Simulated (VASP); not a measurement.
# Ir (P6_3/mmc) in VASP: further runs

Runs on Ir. Level: PBEsol. Tasks: single point.

Everything below comes from runs of VASP 6.6.1. Logs are shortened: lines on timing, memory, paths and dates and some standing lists are left out, and cuts for length are marked.

### Step 1. The cell of the first run

Symmetry: P6_3/mmc, No. 194, hexagonal system. The conventional cell has a = 2.751 Å, b = 2.751 Å, c = 4.418 Å, α = 90.00°, β = 90.00°, γ = 120.00°. Within 3.6 Å of Ir (site symmetry -6m2) lie 12 Ir at 2.72 to 2.75 Å.

### Step 2. Single point, PBEsol

INCAR

```
SYSTEM = Ir
PREC = Accurate ; ENCUT = 520
EDIFF = 1E-6 ; ISMEAR = -1
SIGMA = 0.05 ; LREAL = .FALSE.
LASPH = .TRUE. ; NELM = 100
ALGO = Normal ; ISIF = 2
LWAVE = .FALSE. ; LCHARG = .FALSE.
GGA = PS ; NBANDS = 16
```

KPOINTS

```
regular mesh
0
G
  9 9 5
  0 0 0
```

POSCAR

```
Ir
1.0
    2.7513778946      0.0000000000      0.0000000000
   -1.3756889473      2.3827631521      0.0000000000
    0.0000000000      0.0000000000      4.4176671000
Ir
2
Direct
    0.3333333333      0.6666666667      0.2500000000
    0.6666666667      0.3333333333      0.7500000000
```

Potentials or basis: VASP PAW PBE potentials, release 64 (Ir).

Started as:

```sh
cat potpaw_PBE.64/Ir/POTCAR > POTCAR
mpirun -np 1 vasp_std > vasp.out
```

OUTCAR:

```text
SYSTEM = Ir
   PREC = Accurate
   ENCUT = 520
   EDIFF = 1E-6
   ISMEAR = -1
   LREAL = .FALSE.
   LASPH = .TRUE.
   NELM = 100
   ISIF = 2
   GGA = PS

 ion  position               nearest neighbor table
   1  0.333  0.667  0.250-   2 2.72   2 2.72   2 2.72   2 2.72   2 2.72   2 2.72
   2  0.667  0.333  0.750-   1 2.72   1 2.72   1 2.72   1 2.72   1 2.72   1 2.72

  LATTYP: Found a hexagonal cell.
 ALAT       =     2.7513778946
 C/A-ratio  =     1.6056199000

  Lattice vectors:

 A1 = (   2.7513778946,   0.0000000000,   0.0000000000)
 A2 = (  -1.3756889473,   2.3827631521,   0.0000000000)
 A3 = (   0.0000000000,   0.0000000000,   4.4176671000)

Analysis of symmetry for initial positions (statically):
=====================================================================
 Subroutine PRICEL returns:
 Original cell was already a primitive cell.

 Routine SETGRP: Setting up the symmetry group for a
 hexagonal supercell.

 Subroutine GETGRP returns: Found 24 space group operations
 (whereof 12 operations were pure point group operations)
 out of a pool of 24 trial point group operations.

The static configuration has the point symmetry D_3d.
 The point group associated with its full space group is D_6h.

Analysis of symmetry for dynamics (positions and initial velocities):
=====================================================================
 Subroutine PRICEL returns:
 Original cell was already a primitive cell.

 Routine SETGRP: Setting up the symmetry group for a
 hexagonal supercell.

 Subroutine GETGRP returns: Found 24 space group operations
 (whereof 12 operations were pure point group operations)
 out of a pool of 24 trial point group operations.

The dynamic configuration has the point symmetry D_3d.
 The point group associated with its full space group is D_6h.

 Subroutine INISYM returns: Found 24 space group operations
 (whereof 12 operations are pure point group operations),
 and found     1 'primitive' translations

----------------------------------------------------------------------------------------

                                     Primitive cell

  volume of cell :      28.9617

  direct lattice vectors                    reciprocal lattice vectors
     2.751377895  0.000000000  0.000000000     0.363454254  0.209840411  0.000000000
    -1.375688947  2.382763152  0.000000000     0.000000000  0.419680823  0.000000000
     0.000000000  0.000000000  4.417667100     0.000000000  0.000000000  0.226363820

  length of vectors
     2.751377895  2.751377895  4.417667100     0.419680823  0.419680823  0.226363820

  position of ions in fractional coordinates (direct lattice)
     0.333333333  0.666666667  0.250000000
     0.666666667  0.333333333  0.750000000

  ion indices of the primitive-cell ions
   primitive index   ion index
                 1           1
                 2           2

----------------------------------------------------------------------------------------

 KPOINTS: regular mesh

Automatic generation of k-mesh.
 Grid dimensions read from file:
 generate k-points for:    9    9    5

 Generating k-lattice:

  Cartesian coordinates                     Fractional coordinates (reciprocal lattice)
     0.040383806  0.023315601  0.000000000     0.111111111  0.000000000  0.000000000
     0.000000000  0.046631203  0.000000000     0.000000000  0.111111111  0.000000000
     0.000000000  0.000000000  0.045272764     0.000000000  0.000000000  0.200000000

  Length of vectors
     0.046631203  0.046631203  0.045272764

  Shift w.r.t. Gamma in fractional coordinates (k-lattice)
     0.000000000  0.000000000  0.000000000

 Subroutine IBZKPT returns following result:
 ===========================================

 Found     36 irreducible k-points:

 Following reciprocal coordinates:
            Coordinates               Weight
  0.000000  0.000000  0.000000      1.000000
  0.111111  0.000000  0.000000      6.000000
  0.222222  0.000000  0.000000      6.000000
  0.333333  0.000000  0.000000      6.000000
  0.444444  0.000000  0.000000      6.000000
  0.111111  0.111111  0.000000      6.000000
[... 16 lines left out ...]
  0.333333  0.222222  0.200000     24.000000
  0.333333  0.333333  0.200000      4.000000
 [... further k-points ...]
   k-points           NKPTS =     36   k-points in BZ     NKDIM =     36   number of bands    NBANDS=     16
   number of dos      NEDOS =    301   number of ions     NIONS =      2
   total plane-waves  NPLWV =  14400
   dimension x,y,z NGX =    20 NGY =   20 NGZ =   36
   dimension x,y,z NGXF=    40 NGYF=   40 NGZF=   72
   ions per type =               2
   NGX,Y,Z   is equivalent  to a cutoff of  12.08, 12.08, 13.55 a.u.
   NGXF,Y,Z  is equivalent  to a cutoff of  24.17, 24.17, 27.10 a.u.
 SYSTEM =  Ir
   PREC   = accura    normal or accurate (medium, high low for compatibility)
   ISTART =      0    job   : 0-new  1-cont  2-samecut
   ICHARG =      2    charge: 1-file 2-atom 10-const
   ISPIN  =      1    spin polarized calculation?
   LNONCOLLINEAR =      F non collinear calculations
   LSORBIT =      F    spin-orbit coupling
   LASPH  =      T    aspherical Exc in radial PAW
   ENCUT  =  520.0 eV  38.22 Ry    6.18 a.u.   5.12  5.12  8.21*2*pi/ulx,y,z
   NELM   =    100;   NELMIN=  2; NELMDL= -5     # of ELM steps
   EDIFF  = 0.1E-05   stopping-criterion for ELM
   LREAL  =      F    real-space projection
   EDIFFG = 0.1E-04   stopping-criterion for IOM
   NSW    =      0    number of steps for IOM
   IBRION =     -1    ionic relax: 0-MD 1-quasi-New 2-CG
   NFREE  =      0    steps in history (QN), initial steepest desc. (CG)
   ISIF   =      2    stress and relaxation
   ISYM   =      2    0-nonsym 1-usesym 2-fastsym
   POTIM  = 0.5000    time-step for ionic-motion
   TEBEG  =    0.0;   TEEND  =   0.0 temperature during run
   PSTRESS=    0.0 pullay stress
   NELECT =      18.0000    total number of electrons
   NUPDOWN=      -1.0000    fix difference up-down
   EMIN   =  10.00;   EMAX   =-10.00  energy-range for DOS
   EFERMI =   0.00;   METHOD = LEGACY
   ISMEAR =    -1;   SIGMA  =   0.05  broadening in eV -4-tet -1-fermi 0-gaus
   EFERMI_NEDOS =   21; number of points for ismear=-14 and -15
   IALGO  =     38    algorithm
   IMIX   =      4    mixing-type and parameters
     AMIX     =   0.40;   BMIX     =  1.00
     AMIX_MAG =   1.60;   BMIX_MAG =  1.00
  volume/ion in A,a.u.               =      14.48        97.72
  Fermi-wavevector in a.u.,A,eV,Ry     =   1.397090  2.640117 26.556663  1.951860
  Thomas-Fermi vector in A             =   2.520380
   LORBIT       =      0    0 simple, 1 ext, 2 COOP (PROOUT), +10 PAW based schemes
   GGA     = PS    functional components
   LHFCALC =     F    Hartree Fock is set to
   AEXX    =    0.0000 exact exchange contribution
   IVDW    =     0    specifies the selected vdW correction
   LEPSILON=     F    determine dielectric tensor
   LRPA    =     F    only Hartree local field effects (RPA)
 non-spin polarized calculation
  energy-cutoff  :      520.00
  volume of cell :       28.96
 maximum number of plane-waves:       788
   NGX = 11   NGY = 11   NGZ = 17

 number of electron      18.0000000 magnetization

 Free energy of the ion-electron system (eV)
  ---------------------------------------------------
  ext. energy  EPLUGINS =         0.00000000
  ---------------------------------------------------
  free energy    TOTEN  =       -19.46764737 eV

  energy without entropy =      -19.44753738  energy(sigma->0) =      -19.45759238

 E-fermi :   9.9201     XC(G=0): -13.9653

 val. band max:        9.8823131842   @ k =   0.4444   0.1111   0.2000
 cond. band min:       9.9511644797   @ k =   0.3333   0.3333   0.0000
 fundamental gap:      0.0688512955
 Fermi energy:         9.9200931808

 k-point     1 :       0.0000    0.0000    0.0000
  band No.  band energies     occupation
      1      -1.0945      2.00000
      2       1.9939      2.00000
      3       6.2129      2.00000
      4       6.2306      2.00000
      5       6.2306      2.00000
      6       6.8925      2.00000
[... 8 lines left out ...]
     15      26.5163      0.00000
     16      27.4465      0.00000

 k-point     2 :       0.1111    0.0000    0.0000
  band No.  band energies     occupation
      1      -0.6335      2.00000
      2       2.3898      2.00000
      3       5.5974      2.00000
      4       6.6070      2.00000
      5       6.6183      2.00000
      6       6.8334      2.00000
[... 8 lines left out ...]
     15      27.0655      0.00000
     16      27.9212      0.00000

 k-point     3 :       0.2222    0.0000    0.0000
  band No.  band energies     occupation
      1       0.5902      2.00000
      2       3.1387      2.00000
      3       5.1135      2.00000
      4       5.2738      2.00000
      5       6.1895      2.00000
      6       6.7190      2.00000
[... 8 lines left out ...]
     15      26.3595      0.00000
     16      26.4325      0.00000

 k-point     4 :       0.3333    0.0000    0.0000
  band No.  band energies     occupation
      1       1.9564      2.00000
      2       3.0433      2.00000
      3       3.9966      2.00000
      4       5.5118      2.00000
      5       6.1993      2.00000
      6       6.4583      2.00000
[... 8 lines left out ...]
     15      23.5040      0.00000
     16      24.6850      0.00000

 k-point     5 :       0.4444    0.0000    0.0000
  band No.  band energies     occupation
      1       2.5605      2.00000
      2       2.7085      2.00000
      3       3.3286      2.00000
      4       5.9031      2.00000
      5       6.3144      2.00000
      6       6.5658      2.00000
[... 8 lines left out ...]
     15      21.4857      0.00000
     16      21.8989      0.00000

 k-point     6 :       0.1111    0.1111    0.0000
  band No.  band energies     occupation
      1       0.2228      2.00000
      2       3.0450      2.00000
      3       5.0389      2.00000
      4       5.7917      2.00000
      5       6.3396      2.00000
      6       6.6093      2.00000
[... 8 lines left out ...]
     15      25.6841      0.00000
     16      27.5127      0.00000

 k-point     7 :       0.2222    0.1111    0.0000
  band No.  band energies     occupation
      1       1.6276      2.00000
      2       3.5416      2.00000
      3       4.4740      2.00000
      4       4.8008      2.00000
      5       6.0752      2.00000
      6       6.2288      2.00000
[... 8 lines left out ...]
     15      23.1621      0.00000
     16      25.7007      0.00000

 k-point     8 :       0.3333    0.1111    0.0000
  band No.  band energies     occupation
      1       2.7198      2.00000
      2       3.1608      2.00000
      3       3.5786      2.00000
      4       5.5167      2.00000
      5       5.8199      2.00000
      6       6.6798      2.00000
[... 8 lines left out ...]
     15      20.6321      0.00000
     16      24.4949      0.00000

 k-point     9 :       0.4444    0.1111    0.0000
  band No.  band energies     occupation
      1       2.9373      2.00000
      2       2.9937      2.00000
      3       3.2673      2.00000
      4       5.7742      2.00000
      5       6.1332      2.00000
      6       6.4439      2.00000
[... 8 lines left out ...]
     15      20.7736      0.00000
     16      22.2975      0.00000
[... 172 lines left out ...]
 k-point    19 :       0.2222    0.1111    0.2000
  band No.  band energies     occupation
      1       1.8326      2.00000
      2       3.7365      2.00000
      3       4.1711      2.00000
      4       4.9516      2.00000
      5       5.7879      2.00000
      6       6.5574      2.00000
[... 8 lines left out ...]
     15      23.6784      0.00000
     16      25.7595      0.00000

 k-point    20 :       0.3333    0.1111    0.2000
  band No.  band energies     occupation
      1       2.4528      2.00000
      2       3.3255      2.00000
      3       4.0254      2.00000
      4       4.8292      2.00000
      5       5.9961      2.00000
      6       6.8874      2.00000
[... 8 lines left out ...]
     15      21.4132      0.00000
     16      24.1507      0.00000

 k-point    21 :       0.4444    0.1111    0.2000
  band No.  band energies     occupation
      1       2.4325      2.00000
      2       3.0991      2.00000
      3       4.2502      2.00000
      4       4.6565      2.00000
      5       5.7799      2.00000
      6       7.3647      2.00000
[... 8 lines left out ...]
     15      20.8475      0.00000
     16      24.2256      0.00000

 k-point    22 :       0.2222    0.2222    0.2000
  band No.  band energies     occupation
      1       2.9576      2.00000
      2       3.5602      2.00000
      3       4.3516      2.00000
      4       4.5799      2.00000
      5       5.9457      2.00000
      6       6.3325      2.00000
[... 8 lines left out ...]
     15      22.0712      0.00000
     16      25.0880      0.00000

 k-point    23 :       0.3333    0.2222    0.2000
  band No.  band energies     occupation
      1       3.1016      2.00000
      2       3.9088      2.00000
      3       4.1383      2.00000
      4       4.6809      2.00000
      5       5.7116      2.00000
      6       6.4725      2.00000
[... 8 lines left out ...]
     15      21.3650      0.00000
     16      24.0267      0.00000

 k-point    24 :       0.3333    0.3333    0.2000
  band No.  band energies     occupation
      1       3.5605      2.00000
      2       4.0411      2.00000
      3       4.0411      2.00000
      4       4.9700      2.00000
      5       5.8576      2.00000
      6       5.8576      2.00000
[... 8 lines left out ...]
     15      20.9687      0.00000
     16      21.7699      0.00000

 [... further k-points ...]

------------------------ aborting loop because EDIFF is reached ----------------------------------------

  FORCE on cell =-STRESS in cart. coord.  units (eV):
  Direction    XX          YY          ZZ          XY          YZ          ZX
  --------------------------------------------------------------------------------------
  -------------------------------------------------------------------------------------
  Total       -1.7971549     -1.7971549     -0.9384582      0.0000000      0.0000000      0.0000000
  in kB      -99.4195961    -99.4195961    -51.9160200      0.0000000      0.0000000      0.0000000
  external PRESSURE =     -83.5850707 kB  Pullay stress =       0.0000000 kB

 VOLUME and BASIS-vectors are now :
 -----------------------------------------------------------------------------
  energy-cutoff  :      520.00
  volume of cell :       28.96
      direct lattice vectors                 reciprocal lattice vectors
     2.751377895  0.000000000  0.000000000     0.363454254  0.209840411  0.000000000
    -1.375688947  2.382763152  0.000000000     0.000000000  0.419680823  0.000000000
     0.000000000  0.000000000  4.417667100     0.000000000  0.000000000  0.226363820

 POSITION                                       TOTAL-FORCE (eV/Angst)
 -----------------------------------------------------------------------------------
     -0.00000      1.58851      1.10442         0.000000      0.000000      0.000000
      1.37569      0.79425      3.31325        -0.000000     -0.000000      0.000000
 -----------------------------------------------------------------------------------
    total drift:                                0.000000     -0.000000     -0.000000

  FREE ENERGIE OF THE ION-ELECTRON SYSTEM (eV)
  ---------------------------------------------------
  free  energy   TOTEN  =       -19.4676473665 eV

  energy  without entropy=      -19.4475373837  energy(sigma->0) =      -19.45759238
```

Run time: 5.8 s. Hardware: 1 thread of Intel Xeon 6975P-C (Granite Rapids), shared host; peak memory 0.15 GiB.

What came out:

```
Free energy            : -19.4676 eV
Pressure               : -8.4 GPa
Band gap on the k mesh : zero (band 9 reaches 10.81 eV, above the bottom of band 10 at 7.87 eV)
```

Stress tensor (GPa, compression positive):
```
-9.94  0.00  0.00
 0.00 -9.94  0.00
 0.00  0.00 -5.19
```

Levels at points of the mesh, in eV from the Fermi level:
| k point | band 7 | band 8 | band 9 | band 10 | band 11 | band 12 |
| --- | --- | --- | --- | --- | --- | --- |
| (0.00, 0.00, 0.00) | -3.03 | -2.36 | -2.36 | -0.68 | 0.29 | 0.29 |

Caveat: the PAW data sets were made with another functional, which shifts forces and pressure a little; spin-orbit coupling is left out, which moves the levels of the heavy elements.

[end of part 1 of 2]
